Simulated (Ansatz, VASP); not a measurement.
This is a calculation of SiC for Ansatz 0.2.0.

input.yaml

```yaml
crystal:
  lattice:
    - [3.1363290418, 0.0, 0.0]
    - [-1.5681645209, 2.7161406248, 0.0]
    - [0.0, 0.0, 5.1470055276]
  atoms:
    - { symbol: Si, position: [0.6666666667, 0.3333333333, 0.5] }
    - { symbol: Si, position: [0.3333333333, 0.6666666667, 0.0] }
    - { symbol: C, position: [0.6666666667, 0.3333333333, 0.885] }
    - { symbol: C, position: [0.3333333333, 0.6666666667, 0.385] }
hamiltonian:
  xc: revpbe
  pseudopotentials: { kind: paw }
  dispersion: d3bj
kpoints:
  mp_grid: { grid: [10, 10, 5] }
scf:
  occupations: { method: fermi_dirac, width: 0.05 }
output:
  forces: true
  stress: true
  eigenvalues: true
```

Potentials or basis: Ansatz PAW.

Command:

```bash
$ ansatz run input.yaml --threads 2 --pin off --max-ram 5120MiB --backend cpu --events-out ev --progress --plain --runs-dir out
```

Question: Set up the same calculation for VASP 6.6.1. Potentials there: VASP PAW PBE potentials, release 64 (Si, C).

Answer: As run (the cutoff follows the program's own potentials):

Contents of INCAR:

```
SYSTEM = SiC
ALGO = Normal
EDIFF = 1E-6
ENCUT = 520
GGA = RE
ISIF = 2
ISMEAR = -1
IVDW = 12
LASPH = .True.
LCHARG = .False.
LREAL = .False.
LWAVE = .False.
NBANDS = 16
NELM = 100
PREC = Accurate
SIGMA = 0.05
```

File KPOINTS:

```
k-points
0
Gamma
  10 10 5
  0 0 0
```

The input POSCAR:

```
SiC
1.0
    3.1363290418      0.0000000000      0.0000000000
   -1.5681645209      2.7161406248      0.0000000000
    0.0000000000      0.0000000000      5.1470055276
Si C
2 2
Direct
    0.6666666667      0.3333333333      0.5000000000
    0.3333333333      0.6666666667      0.0000000000
    0.6666666667      0.3333333333      0.8850000000
    0.3333333333      0.6666666667      0.3850000000
```

Potentials or basis: VASP PAW PBE potentials, release 64 (Si, C).

Command:

```sh
$ cat potpaw_PBE.64/Si/POTCAR potpaw_PBE.64/C/POTCAR > POTCAR
$ mpirun -np 1 vasp_std > vasp.out
```

Both were run:

|  | VASP | Ansatz | Ansatz less VASP |
| --- | --- | --- | --- |
| gap on the k mesh at the Fermi level (eV) | 2.51 | 2.52 | +0.003 |
| least direct gap on the mesh (eV) | 3.98 | 3.99 | +0.010 |
| pressure (GPa) | -14.6 | -14.3 | +0.33 |
| traceless stress, the component that is largest in VASP (GPa) | -1.77 | -1.79 | -0.013 |
| rms of the force components (eV/Å) | 0.389 | 0.390 | +0.0006 |

VASP's potentials were made for PBE, not for revPBE. Atom by atom the forces differ by 0.001 eV/Å (rms over components).

Noted on Ansatz's run: odd divisions of the mesh miss points on the zone boundary, where band edges often lie, so the gap on the mesh can be too wide.
